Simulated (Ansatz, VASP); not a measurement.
One calculation of CuAu3, two programs

```
CELL_PARAMETERS angstrom
3.97425 0.00000 0.00000
0.00000 3.97425 0.00000
0.00000 0.00000 3.97425
ATOMIC_POSITIONS crystal
Cu 0.00000 0.00000 0.00000
Au 0.00000 0.50000 0.50000
Au 0.50000 0.00000 0.50000
Au 0.50000 0.50000 0.00000
```

Alike in both runs: task single point; functional PBEsol; k mesh 14 × 14 × 14; occupations gaussian, width 0.1 eV; no spin polarisation.

|  | VASP | Ansatz |
| --- | --- | --- |
| version | VASP 6.6.1 | Ansatz 0.2.0 |
| potentials or method | VASP PAW PBE potentials, release 64 (Cu, Au), cutoff 520 eV | scalar-relativistic, plane waves, PAW |
| valence electrons in the cell | 44 | 76 |

```csv
,VASP,Ansatz,Ansatz less VASP
gap on the k mesh at the Fermi level (eV),none,none,-
pressure (GPa),-0.3,0.0,+0.28
```

VASP's potentials were made for PBE, not for PBEsol. A gap of «none» marks a metal or a gap that the smearing closes. VASP's potentials hold 44 valence electrons a cell and Ansatz's 76, so a difference there can come from the potentials and not from the codes.

Neither program's run includes spin-orbit coupling.
